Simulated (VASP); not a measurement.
Crystal: La3Hf.

```
La Hf
1.0
     5.04513    0.00000    0.00000
     0.00000    5.04513    0.00000
     0.00000    0.00000    5.04513
La Hf
3 1
Direct
  0.00000 0.50000 0.50000
  0.50000 0.00000 0.50000
  0.50000 0.50000 0.00000
  0.00000 0.00000 0.00000
```

Base run:

```yaml
Program: VASP 6.6.1
Functional: PBE
Potentials_or_basis: VASP PAW PBE potentials, release 64 (La, Hf_pv)
Cutoff: 520 eV
k_mesh: 5 × 5 × 5
Occupations: fermi-dirac, width 0.1 eV
Spin: no spin polarisation
```

Its results: band gap on the k mesh zero (an odd number of electrons rules out a gap without spin polarisation); pressure 0.1 GPa.

Q: The run is repeated on the same cell with these changes: k mesh from 5 × 5 × 5 to 3 × 3 × 3. What comes out?

A: Band gap on the k mesh zero (an odd number of electrons rules out a gap without spin polarisation); pressure -0.5 GPa.

Caveats: some runs use coarse meshes; spin-orbit coupling is left out, which moves the levels of the heavy elements.
